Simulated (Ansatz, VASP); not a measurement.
**PbO: VASP beside Ansatz**

```
Pb O
1.0
     3.56787    0.00000    0.00000
    -1.78394    3.08987    0.00000
     0.00000    0.00000    3.29511
Pb O
1 1
Direct
  0.00000 0.00000 0.00000
  0.66667 0.33333 0.50000
```

Alike in both runs: task single point; functional r2SCAN; k mesh 12 × 12 × 10; occupations gaussian, width 0.05 eV; no spin polarisation.

|  | VASP | Ansatz |
| --- | --- | --- |
| version | VASP 6.6.1 | Ansatz 0.2.0 |
| potentials or method | VASP PAW PBE potentials, release 64 (Pb_d, O), cutoff 520 eV | scalar-relativistic, plane waves, PAW |
| valence electrons in the cell | 20 | 20 |

|  | VASP | Ansatz | Ansatz less VASP |
| --- | --- | --- | --- |
| gap on the k mesh at the Fermi level (eV) | 0.29 | 0.29 | -0.001 |
| least direct gap on the mesh (eV) | 0.37 | 0.37 | +0.002 |
| pressure (GPa) | -2.7 | -2.9 | -0.16 |
| traceless stress, the component that is largest in VASP (GPa) | -0.24 | -0.29 | -0.051 |

VASP's potentials were made for PBE, not for r2SCAN. With one functional, cell and mesh, what is left measures potentials, basis and numerics.

Spin-orbit coupling is off throughout.
